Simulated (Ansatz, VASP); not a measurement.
Given: the input of a run of VASP 6.6.1 on Sb.

File POSCAR:

```
Sb
1.0
    0.0000000000      2.3712425216      2.3712425216
    2.3712425216      0.0000000000      2.3712425216
    2.3712425216      2.3712425216      0.0000000000
Sb
1
Direct
    0.0000000000      0.0000000000      0.0000000000
```

Contents of INCAR.step1:

```
SYSTEM = Sb
PREC     = Accurate       ! precision mode
ENCUT    = 600            ! plane-wave cutoff, eV
EDIFF    = 1E-5           ! SCF threshold, eV
ISMEAR   = -1             ! smearing method
SIGMA    = 0.05           ! smearing width, eV
LREAL    = .False.        ! projectors in reciprocal space
LASPH    = .True.         ! aspherical terms in the spheres
NELM     = 80             ! most SCF steps
ALGO     = Normal         ! electronic algorithm
LWAVE    = .True.         ! write WAVECAR
LCHARG   = .False.        ! write CHGCAR
GGA      = PE             ! functional
NBANDS   = 8              ! bands
```

File INCAR.step2:

```
SYSTEM = Sb
PREC     = Accurate       ! precision mode
ENCUT    = 600            ! plane-wave cutoff, eV
EDIFF    = 1E-6           ! SCF threshold, eV
ISMEAR   = -1             ! smearing method
SIGMA    = 0.05           ! smearing width, eV
LREAL    = .False.        ! projectors in reciprocal space
LASPH    = .True.         ! aspherical terms in the spheres
NELM     = 80             ! most SCF steps
ALGO     = Normal         ! electronic algorithm
ISIF     = 3              ! what is computed and relaxed
LWAVE    = .False.        ! write WAVECAR
LCHARG   = .False.        ! write CHGCAR
GGA      = PS             ! functional
LHFCALC  = .True.         ! exact exchange
AEXX     = 0.25           ! exact-exchange fraction
HFSCREEN = 0.207          ! screening, 1/A
PRECFOCK = Normal       
IBRION   = 2              ! ionic algorithm
NSW      = 60             ! ionic steps
EDIFFG   = -0.01          ! ionic threshold
ISTART   = 1
```

The input KPOINTS:

```
regular mesh
0
Gamma
  5 5 5
  0 0 0
```

Potentials or basis: VASP PAW PBE potentials, release 64 (Sb).

Run with:

```console
$ cat potpaw_PBE.64/Sb/POTCAR > POTCAR
$ cp INCAR.step1 INCAR
$ mpirun -np 1 vasp_std > vasp.out
$ cp INCAR.step2 INCAR
$ mpirun -np 1 vasp_std > vasp.out
```

**Question.** Set up the same calculation for Ansatz 0.2.0. Potentials there: Ansatz PAW.

**Answer.** As run (the cutoff follows the program's own potentials):

Contents of input:

```
crystal:
  lattice:
    - [0.0, 2.3712425216, 2.3712425216]
    - [2.3712425216, 0.0, 2.3712425216]
    - [2.3712425216, 2.3712425216, 0.0]
  atoms:
    - { symbol: Sb, position: [0.0, 0.0, 0.0] }
hamiltonian:
  xc:
    exchange: hjs_pbesol
    correlation: pbesol
    exx: { coeff: 0.25, omega: 0.207 }
  pseudopotentials: { kind: paw }
kpoints:
  mp_grid: { grid: [5, 5, 5] }
scf:
  occupations: { method: fermi_dirac, width: 0.05 }
output:
  forces: true
  stress: true
  eigenvalues: true
relax:
  f_tol: 0.01
  max_steps: 40
  cell: { stress_tol: 0.05 }
```

Both were run:

|  | VASP | Ansatz | Ansatz less VASP |
| --- | --- | --- | --- |
| gap on the k mesh at the Fermi level, each at its own relaxed structure (eV) | none | none | - |
| relaxed volume (Å³/atom) | 25.55 | 25.91 | +0.361 |
| relaxed cell length with the largest relative difference (Å) | 3.306 | 3.322 | +0.0155 |

VASP's potentials were made for PBE, not for PBEsol-based screened hybrid. A gap of «none» marks a metal or a gap that the smearing closes. VASP's potentials hold 5 valence electrons a cell and Ansatz's 15, so a difference there can come from the potentials and not from the codes.

The k mesh is coarse, so the values compare programs but aren't converged. Neither program's run includes spin-orbit coupling. Noted on Ansatz's run: the plane-wave basis is chosen anew once the cell has moved, so the energies of steps on either side of that aren't comparable.
